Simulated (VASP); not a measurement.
# ZnCu (Pm-3m) in VASP: further runs

Aim: see how the results for ZnCu move with the level of theory and the settings. Levels: LDA, PBE. Tasks: single point.

Program: VASP 6.6.1. These are calculated values, not measurements. Logs are shortened: lines on timing, memory, paths and dates and some standing lists are left out, and cuts for length are marked.

**1. The cell of the first run**

The structure is cubic, space group Pm-3m (No. 221). Conventional cell: a = 2.965 Å, b = 2.965 Å, c = 2.965 Å, α = 90.00°, β = 90.00°, γ = 90.00°. Within 3.4 Å of Zn (site symmetry m-3m) lie 8 Cu at 2.57 Å and 6 Zn at 2.96 Å. Cu (site symmetry m-3m) has 8 Zn at 2.57 Å and 6 Cu at 2.96 Å within 3.4 Å.

**2. Single point, LDA**

Contents of INCAR:

```
  PREC = Accurate
  ENCUT = 520
  EDIFF = 1E-6
  ISMEAR = -1
  SIGMA = 0.05
  LREAL = F
  LASPH = T
  NELM = 100
  ALGO = Fast
  ISIF = 2
  LWAVE = F
  LCHARG = F
  GGA = CA
  NBANDS = 18
```

Contents of KPOINTS:

```
regular mesh
0
Gamma
  9 9 9
```

Contents of POSCAR:

```
ZnCu
1.0
    2.9645038797      0.0000000000      0.0000000000
    0.0000000000      2.9645038797      0.0000000000
    0.0000000000      0.0000000000      2.9645038797
Zn Cu
1 1
Direct
    0.5000000000      0.5000000000      0.5000000000
    0.0000000000      0.0000000000      0.0000000000
```

Potentials or basis: VASP PAW LDA potentials, release 64 (Zn, Cu).

On the command line:

```sh
> cat potpaw_LDA.64/Zn/POTCAR potpaw_LDA.64/Cu/POTCAR > POTCAR
> mpirun -np 1 vasp_std > vasp.out
```

OUTCAR:

```text
PREC = Accurate
   ENCUT = 520
   EDIFF = 1E-6
   ISMEAR = -1
   LREAL = F
   LASPH = T
   NELM = 100
   ISIF = 2
   GGA = CA

 ion  position               nearest neighbor table
   1  0.500  0.500  0.500-   2 2.57   2 2.57   2 2.57   2 2.57   2 2.57   2 2.57   2 2.57   2 2.57

   2  0.000  0.000  0.000-   1 2.57   1 2.57   1 2.57   1 2.57   1 2.57   1 2.57   1 2.57   1 2.57

  LATTYP: Found a simple cubic cell.
 ALAT       =     2.9645038797

  Lattice vectors:

 A1 = (   2.9645038797,   0.0000000000,   0.0000000000)
 A2 = (   0.0000000000,   2.9645038797,   0.0000000000)
 A3 = (   0.0000000000,   0.0000000000,   2.9645038797)

Analysis of symmetry for initial positions (statically):
=====================================================================
 Subroutine PRICEL returns:
 Original cell was already a primitive cell.

 Routine SETGRP: Setting up the symmetry group for a
 simple cubic supercell.

 Subroutine GETGRP returns: Found 48 space group operations
 (whereof 48 operations were pure point group operations)
 out of a pool of 48 trial point group operations.

The static configuration has the point symmetry O_h .

Analysis of symmetry for dynamics (positions and initial velocities):
=====================================================================
 Subroutine PRICEL returns:
 Original cell was already a primitive cell.

 Routine SETGRP: Setting up the symmetry group for a
 simple cubic supercell.

 Subroutine GETGRP returns: Found 48 space group operations
 (whereof 48 operations were pure point group operations)
 out of a pool of 48 trial point group operations.

The dynamic configuration has the point symmetry O_h .

 Subroutine INISYM returns: Found 48 space group operations
 (whereof 48 operations are pure point group operations),
 and found     1 'primitive' translations

----------------------------------------------------------------------------------------

                                     Primitive cell

  volume of cell :      26.0529

  direct lattice vectors                    reciprocal lattice vectors
     2.964503880  0.000000000  0.000000000     0.337324571  0.000000000  0.000000000
     0.000000000  2.964503880  0.000000000     0.000000000  0.337324571  0.000000000
     0.000000000  0.000000000  2.964503880     0.000000000  0.000000000  0.337324571

  length of vectors
     2.964503880  2.964503880  2.964503880     0.337324571  0.337324571  0.337324571

  position of ions in fractional coordinates (direct lattice)
     0.500000000  0.500000000  0.500000000
     0.000000000  0.000000000  0.000000000

  ion indices of the primitive-cell ions
   primitive index   ion index
                 1           1
                 2           2

----------------------------------------------------------------------------------------

 KPOINTS: regular mesh

Automatic generation of k-mesh.
 Grid dimensions read from file:
 generate k-points for:    9    9    9

 Generating k-lattice:

  Cartesian coordinates                     Fractional coordinates (reciprocal lattice)
     0.037480508  0.000000000  0.000000000     0.111111111  0.000000000  0.000000000
     0.000000000  0.037480508  0.000000000     0.000000000  0.111111111  0.000000000
     0.000000000  0.000000000  0.037480508     0.000000000  0.000000000  0.111111111

  Length of vectors
     0.037480508  0.037480508  0.037480508

  Shift w.r.t. Gamma in fractional coordinates (k-lattice)
     0.000000000  0.000000000  0.000000000

 Subroutine IBZKPT returns following result:
 ===========================================

 Found     35 irreducible k-points:

 Following reciprocal coordinates:
            Coordinates               Weight
  0.000000  0.000000  0.000000      1.000000
  0.111111  0.000000  0.000000      6.000000
  0.222222  0.000000  0.000000      6.000000
  0.333333  0.000000  0.000000      6.000000
  0.444444  0.000000  0.000000      6.000000
  0.111111  0.111111  0.000000     12.000000
[... 16 lines left out ...]
  0.333333  0.333333  0.111111     24.000000
  0.444444  0.333333  0.111111     48.000000
 [... further k-points ...]
   k-points           NKPTS =     35   k-points in BZ     NKDIM =     35   number of bands    NBANDS=     18
   number of dos      NEDOS =    301   number of ions     NIONS =      2
   total plane-waves  NPLWV =  13824
   dimension x,y,z NGX =    24 NGY =   24 NGZ =   24
   dimension x,y,z NGXF=    48 NGYF=   48 NGZF=   48
   ions per type =               1   1
   NGX,Y,Z   is equivalent  to a cutoff of  13.46, 13.46, 13.46 a.u.
   NGXF,Y,Z  is equivalent  to a cutoff of  26.92, 26.92, 26.92 a.u.
 SYSTEM =  unknown system
   PREC   = accura    normal or accurate (medium, high low for compatibility)
   ISTART =      0    job   : 0-new  1-cont  2-samecut
   ICHARG =      2    charge: 1-file 2-atom 10-const
   ISPIN  =      1    spin polarized calculation?
   LNONCOLLINEAR =      F non collinear calculations
   LSORBIT =      F    spin-orbit coupling
   LASPH  =      T    aspherical Exc in radial PAW
   ENCUT  =  520.0 eV  38.22 Ry    6.18 a.u.   5.51  5.51  5.51*2*pi/ulx,y,z
   NELM   =    100;   NELMIN=  2; NELMDL= -5     # of ELM steps
   EDIFF  = 0.1E-05   stopping-criterion for ELM
   LREAL  =      F    real-space projection
   EDIFFG = 0.1E-04   stopping-criterion for IOM
   NSW    =      0    number of steps for IOM
   IBRION =     -1    ionic relax: 0-MD 1-quasi-New 2-CG
   NFREE  =      0    steps in history (QN), initial steepest desc. (CG)
   ISIF   =      2    stress and relaxation
   ISYM   =      2    0-nonsym 1-usesym 2-fastsym
   POTIM  = 0.5000    time-step for ionic-motion
   TEBEG  =    0.0;   TEEND  =   0.0 temperature during run
   PSTRESS=    0.0 pullay stress
   NELECT =      23.0000    total number of electrons
   NUPDOWN=      -1.0000    fix difference up-down
   EMIN   =  10.00;   EMAX   =-10.00  energy-range for DOS
   EFERMI =   0.00;   METHOD = LEGACY
   ISMEAR =    -1;   SIGMA  =   0.05  broadening in eV -4-tet -1-fermi 0-gaus
   EFERMI_NEDOS =   21; number of points for ismear=-14 and -15
   IALGO  =     68    algorithm
   IMIX   =      4    mixing-type and parameters
     AMIX     =   0.40;   BMIX     =  1.00
     AMIX_MAG =   1.60;   BMIX_MAG =  1.00
  volume/ion in A,a.u.               =      13.03        87.91
  Fermi-wavevector in a.u.,A,eV,Ry     =   1.570479  2.967775 33.557460  2.466404
  Thomas-Fermi vector in A             =   2.672206
   LORBIT       =      0    0 simple, 1 ext, 2 COOP (PROOUT), +10 PAW based schemes
   GGA     = CA    functional components
   LHFCALC =     F    Hartree Fock is set to
   AEXX    =    0.0000 exact exchange contribution
   IVDW    =     0    specifies the selected vdW correction
   LEPSILON=     F    determine dielectric tensor
   LRPA    =     F    only Hartree local field effects (RPA)
 non-spin polarized calculation
 RMM-DIIS sequential band-by-band and
  energy-cutoff  :      520.00
  volume of cell :       26.05
 maximum number of plane-waves:       739
 NGX is ok and might be reduce to    24

 number of electron      23.0000020 magnetization

 Free energy of the ion-electron system (eV)
  ---------------------------------------------------
  ext. energy  EPLUGINS =         0.00000000
  ---------------------------------------------------
  free energy    TOTEN  =        -6.69906034 eV

  energy without entropy =       -6.69461904  energy(sigma->0) =       -6.69683969

 E-fermi :   5.1782     XC(G=0): -12.6484

 val. band max:        5.1333030617   @ k =   0.3333   0.3333   0.0000
 cond. band min:       5.2970472896   @ k =   0.3333   0.2222   0.1111
 fundamental gap:      0.1637442279
 Fermi energy:         5.1782074208

 k-point     1 :       0.0000    0.0000    0.0000
  band No.  band energies     occupation
      1      -5.0682      2.00000
      2      -2.7259      2.00000
      3      -2.7259      2.00000
      4      -2.0739      2.00000
      5      -2.0739      2.00000
      6      -2.0739      2.00000
[... 10 lines left out ...]
     17      16.9127      0.00000
     18      28.4835      0.00000

 k-point     2 :       0.1111    0.0000    0.0000
  band No.  band energies     occupation
      1      -4.8486      2.00000
      2      -2.7024      2.00000
      3      -2.6795      2.00000
      4      -2.0926      2.00000
      5      -2.0926      2.00000
      6      -2.0648      2.00000
[... 10 lines left out ...]
     17      18.7721      0.00000
     18      26.4628      0.00000

 k-point     3 :       0.2222    0.0000    0.0000
  band No.  band energies     occupation
      1      -4.2116      2.00000
      2      -2.6420      2.00000
      3      -2.5448      2.00000
      4      -2.1395      2.00000
      5      -2.1395      2.00000
      6      -2.0416      2.00000
[... 10 lines left out ...]
     17      22.7283      0.00000
     18      23.4725      0.00000

 k-point     4 :       0.3333    0.0000    0.0000
  band No.  band energies     occupation
      1      -3.3009      2.00000
      2      -2.5716      2.00000
      3      -2.2550      2.00000
      4      -2.1925      2.00000
      5      -2.1925      2.00000
      6      -2.0148      2.00000
[... 10 lines left out ...]
     17      20.6249      0.00000
     18      20.6302      0.00000

 k-point     5 :       0.4444    0.0000    0.0000
  band No.  band energies     occupation
      1      -2.7642      2.00000
      2      -2.5246      2.00000
      3      -2.2268      2.00000
      4      -2.2268      2.00000
      5      -1.9972      2.00000
      6      -1.3335      2.00000
[... 10 lines left out ...]
     17      18.3215      0.00000
     18      18.7071      0.00000

 k-point     6 :       0.1111    0.1111    0.0000
  band No.  band energies     occupation
      1      -4.6324      2.00000
      2      -2.6704      2.00000
      3      -2.6439      2.00000
      4      -2.1112      2.00000
      5      -2.1014      2.00000
      6      -2.0703      2.00000
[... 10 lines left out ...]
     17      19.1632      0.00000
     18      23.4360      0.00000

 k-point     7 :       0.2222    0.1111    0.0000
  band No.  band energies     occupation
      1      -4.0101      2.00000
      2      -2.6109      2.00000
      3      -2.5170      2.00000
      4      -2.1495      2.00000
      5      -2.1460      2.00000
      6      -2.0617      2.00000
[... 10 lines left out ...]
     17      20.4810      0.00000
     18      22.9496      0.00000

 k-point     8 :       0.3333    0.1111    0.0000
  band No.  band energies     occupation
      1      -3.1576      2.00000
      2      -2.5434      2.00000
      3      -2.3573      2.00000
      4      -2.2011      2.00000
      5      -2.0474      2.00000
      6      -2.0306      2.00000
[... 10 lines left out ...]
     17      20.1051      0.00000
     18      20.7834      0.00000
[... 229 lines left out ...]
     17      21.2581      0.00000
     18      21.3646      0.00000

 k-point    20 :       0.2222    0.2222    0.1111
  band No.  band energies     occupation
      1      -3.2826      2.00000
      2      -2.5120      2.00000
      3      -2.4030      2.00000
      4      -2.1973      2.00000
      5      -2.1942      2.00000
      6      -2.0495      2.00000
[... 10 lines left out ...]
     17      21.0532      0.00000
     18      21.1478      0.00000

 k-point    21 :       0.3333    0.2222    0.1111
  band No.  band energies     occupation
      1      -2.7869      2.00000
      2      -2.4968      2.00000
      3      -2.3061      2.00000
      4      -2.2612      2.00000
      5      -2.1725      2.00000
      6      -1.5830      2.00000
[... 10 lines left out ...]
     17      20.5602      0.00000
     18      21.7552      0.00000

 k-point    22 :       0.4444    0.2222    0.1111
  band No.  band energies     occupation
      1      -2.6294      2.00000
      2      -2.5025      2.00000
      3      -2.3170      2.00000
      4      -2.2600      2.00000
      5      -2.1719      2.00000
      6      -0.4259      2.00000
[... 10 lines left out ...]
     17      21.3330      0.00000
     18      22.2791      0.00000

 k-point    23 :       0.3333    0.3333    0.1111
  band No.  band energies     occupation
      1      -2.7478      2.00000
      2      -2.5163      2.00000
      3      -2.2956      2.00000
      4      -2.2584      2.00000
      5      -2.0806      2.00000
      6      -0.8430      2.00000
[... 10 lines left out ...]
     17      19.3877      0.00000
     18      21.0787      0.00000

 k-point    24 :       0.4444    0.3333    0.1111
  band No.  band energies     occupation
      1      -2.7807      2.00000
      2      -2.5087      2.00000
      3      -2.3372      2.00000
      4      -2.2820      2.00000
      5      -1.9819      2.00000
      6       0.0794      2.00000
[... 10 lines left out ...]
     17      20.1617      0.00000
     18      21.2605      0.00000

 [... further k-points ...]

------------------------ aborting loop because EDIFF is reached ----------------------------------------

  FORCE on cell =-STRESS in cart. coord.  units (eV):
  Direction    XX          YY          ZZ          XY          YZ          ZX
  --------------------------------------------------------------------------------------
  -------------------------------------------------------------------------------------
  Total       -1.7277945     -1.7277945     -1.7277945     -0.0000000      0.0000000     -0.0000000
  in kB     -106.2543189   -106.2543189   -106.2543189     -0.0000000      0.0000000     -0.0000000
  external PRESSURE =    -106.2543189 kB  Pullay stress =       0.0000000 kB

 VOLUME and BASIS-vectors are now :
 -----------------------------------------------------------------------------
  energy-cutoff  :      520.00
  volume of cell :       26.05
      direct lattice vectors                 reciprocal lattice vectors
     2.964503880  0.000000000  0.000000000     0.337324571  0.000000000  0.000000000
     0.000000000  2.964503880  0.000000000     0.000000000  0.337324571  0.000000000
     0.000000000  0.000000000  2.964503880     0.000000000  0.000000000  0.337324571

 POSITION                                       TOTAL-FORCE (eV/Angst)
 -----------------------------------------------------------------------------------
      1.48225      1.48225      1.48225         0.000000      0.000000      0.000000
      0.00000      0.00000      0.00000         0.000000      0.000000      0.000000
 -----------------------------------------------------------------------------------
    total drift:                                0.000000      0.000000     -0.000000

  FREE ENERGIE OF THE ION-ELECTRON SYSTEM (eV)
  ---------------------------------------------------
  free  energy   TOTEN  =        -6.6990603424 eV

  energy  without entropy=       -6.6946190410  energy(sigma->0) =       -6.69683969
```

Run time: 15 s. Hardware: 1 thread of Intel Xeon 6975P-C, shared host; peak memory 0.13 GiB.

Results:

| Property | Result |
| --- | --- |
| Free energy | -6.6991 eV |
| Pressure | -10.6 GPa |

Levels at points of the mesh, in eV from the Fermi level:
```
           k point  band 9  band 10  band 11  band 12  band 13  band 14
(0.00, 0.00, 0.00)   -2.81    -2.81    -2.81     6.03     6.03     6.03
```

**3. Single point, LDA (volume scaled by 1.04)**

Contents of INCAR:

```
SYSTEM = ZnCu
PREC = Accurate
ENCUT = 520
EDIFF = 1E-7
ISMEAR = -1
SIGMA = 0.05
LREAL = .False.
LASPH = .True.
NELM = 100
ALGO = Fast
ISIF = 2
LWAVE = .False.
LCHARG = .False.
GGA = CA
NBANDS = 18
```

Contents of KPOINTS:

```
regular mesh
0
Gamma
  9 9 9
  0 0 0
```

Contents of POSCAR:

```
ZnCu
1.0
    2.9837544443      0.0000000000      0.0000000000
    0.0000000000      2.9837544443      0.0000000000
    0.0000000000      0.0000000000      2.9837544443
Zn Cu
1 1
Direct
    0.5000000000      0.5000000000      0.5000000000
    0.0000000000      0.0000000000      0.0000000000
```

Potentials or basis: VASP PAW LDA potentials, release 64 (Zn, Cu).

On the command line:

```sh
> cat potpaw_LDA.64/Zn/POTCAR potpaw_LDA.64/Cu/POTCAR > POTCAR
> mpirun -np 1 vasp_std > vasp.out
```

Wall time 15 s (1 thread of Intel Xeon 6975P-C, shared host); peak memory 0.13 GiB.

The run converged. Its results:

```
Free energy : -6.6621 eV
Pressure    : -12.3 GPa
```

Levels at points of the mesh, in eV from the Fermi level:
| k point | band 9 | band 10 | band 11 | band 12 | band 13 | band 14 |
| --- | --- | --- | --- | --- | --- | --- |
| (0.00, 0.00, 0.00) | -2.77 | -2.77 | -2.77 | 5.97 | 5.97 | 5.97 |

**4. Single point, LDA (volume scaled by 1.06)**

Contents of INCAR:

```
SYSTEM = ZnCu
  PREC = Accurate
  ENCUT = 520
  EDIFF = 1E-6
  ISMEAR = -1
  SIGMA = 0.05
  LREAL = .False.
  LASPH = .True.
  NELM = 80
  ALGO = Normal
  ISIF = 2
  LWAVE = .False.
  LCHARG = .True.
  LELF = .True.
  LVHAR = .True.
  NBANDS = 18
```

KPOINTS is that of step 3.

Contents of POSCAR:

```
ZnCu
1.0
    3.0027597620      0.0000000000      0.0000000000
    0.0000000000      3.0027597620      0.0000000000
    0.0000000000      0.0000000000      3.0027597620
Zn Cu
1 1
Direct
    0.5000000000      0.5000000000      0.5000000000
    0.0000000000      0.0000000000      0.0000000000
```

On the command line:

```sh
> cat potpaw_LDA.64/Zn/POTCAR potpaw_LDA.64/Cu/POTCAR > POTCAR
> mpirun -np 1 vasp_std > vasp.out
```

It took 11 s on 1 thread of Intel Xeon 6975P-C, shared host; peak memory 0.14 GiB.

Results (log left out):

```yaml
Free_energy: -6.6199 eV
Pressure: -14.0 GPa
```

Levels at points of the mesh, in eV from the Fermi level:
```csv
k point,band 9,band 10,band 11,band 12,band 13,band 14
"(0.00, 0.00, 0.00)",-2.74,-2.74,-2.74,5.90,5.90,5.90
```

**5. Single point, PBE**

Contents of INCAR:

```
  ALGO = Normal
  EDIFF = 1E-6
  ENCUT = 520
  GGA = PE
  ISIF = 2
  ISMEAR = -1
  LASPH = True
  LCHARG = True
  LELF = True
  LREAL = False
  LVHAR = True
  LWAVE = False
  NBANDS = 18
  NELM = 60
  PREC = Accurate
  SIGMA = 0.05
```

Contents of KPOINTS:

```
k-points
0
Gamma
  9 9 9
```

Contents of POSCAR:

```
ZnCu
1.0
    2.9645038797      0.0000000000      0.0000000000
    0.0000000000      2.9645038797      0.0000000000
    0.0000000000      0.0000000000      2.9645038797
Zn Cu
1 1
Direct
    0.5000000000      0.5000000000      0.5000000000
    0.0000000000      0.0000000000      0.0000000000
```

Potentials or basis: VASP PAW PBE potentials, release 64 (Zn, Cu).

On the command line:

```sh
> cat potpaw_PBE.64/Zn/POTCAR potpaw_PBE.64/Cu/POTCAR > POTCAR
> mpirun -np 1 vasp_std > vasp.out
```

It took 21 s on 1 thread of AMD EPYC 7R13, shared host; peak memory 0.12 GiB.

It converged, with:

| Item | Value |
| --- | --- |
| Free energy | -5.0024 eV |
| Pressure | 0.7 GPa |

Levels at points of the mesh, in eV from the Fermi level:
| k point | band 8 | band 9 | band 10 | band 11 | band 12 | band 13 | band 14 | band 15 |
| --- | --- | --- | --- | --- | --- | --- | --- | --- |
| (0.00, 0.00, 0.00) | -3.59 | -2.77 | -2.77 | -2.77 | 6.09 | 6.09 | 6.09 | 11.07 |

**6. The runs side by side**

| level | potentials or basis | cell | gap on the mesh (eV) | pressure (GPa) |
| --- | --- | --- | --- | --- |
| LDA | VASP PAW LDA potentials, release 64 (Zn, Cu) | a = 2.965 Å, 2 atoms | none | -10.6 |
| LDA | VASP PAW LDA potentials, release 64 (Zn, Cu) | a = 2.984 Å, 2 atoms | none | -12.3 |
| LDA | VASP PAW LDA potentials, release 64 (Zn, Cu) | a = 3.003 Å, 2 atoms | none | -14.0 |
| PBE | VASP PAW PBE potentials, release 64 (Zn, Cu) | a = 2.965 Å, 2 atoms | none | 0.7 |

Alike in all rows: task single point; no spin polarisation; k mesh 9 × 9 × 9; cutoff (eV) 520; smearing fermi-dirac 0.05 eV.

Absolute energies hang on the potentials; compare differences alone.
